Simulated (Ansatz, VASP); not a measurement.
## Si8BMo4: VASP beside Ansatz

```xyz
13
Lattice="3.2169 3.2169 0.0000 -3.2169 3.2169 0.0000 0.0000 0.0000 7.8733" Properties=species:S:1:pos:R:3 pbc="T T T"
Si   -0.0015   -0.0116    5.2785
Si   -1.8078    1.6117    1.2215
Si    1.8048    1.6117    1.2215
Si   -0.0015    3.2349    5.2784
Si   -0.0015   -0.1947    2.7110
Si   -1.6247    1.6117    6.5273
Si    1.6216    1.6116    6.5273
Si   -0.0015    3.4180    2.7109
Mo   -0.0016   -0.0037   -0.0157
Mo   -1.6169    1.6116    3.9482
Mo    1.6139    1.6116    3.9482
Mo   -0.0016    3.2271   -0.0157
B    -0.0015    1.6117    1.9662
```

Alike in both runs: functional PBE; k mesh 4 × 4 × 3; occupations methfessel-paxton of order 1, width 0.1 eV; no spin polarisation.

Ansatz relaxed the structure, and its values are those at the end. VASP's run is a single point on that final structure, the one shown.

```csv
,VASP,Ansatz
version,VASP 6.6.1,Ansatz 0.2.0
potentials or method,"VASP PAW PBE potentials, release 64 (Si, Mo_sv, B), cutoff 520 eV",plane-wave PAW DFT
valence electrons in the cell,91,91
```

|  | VASP | Ansatz | Ansatz less VASP |
| --- | --- | --- | --- |
| rms of the force components (eV/Å) | 0.004 | 0.001 | -0.0035 |
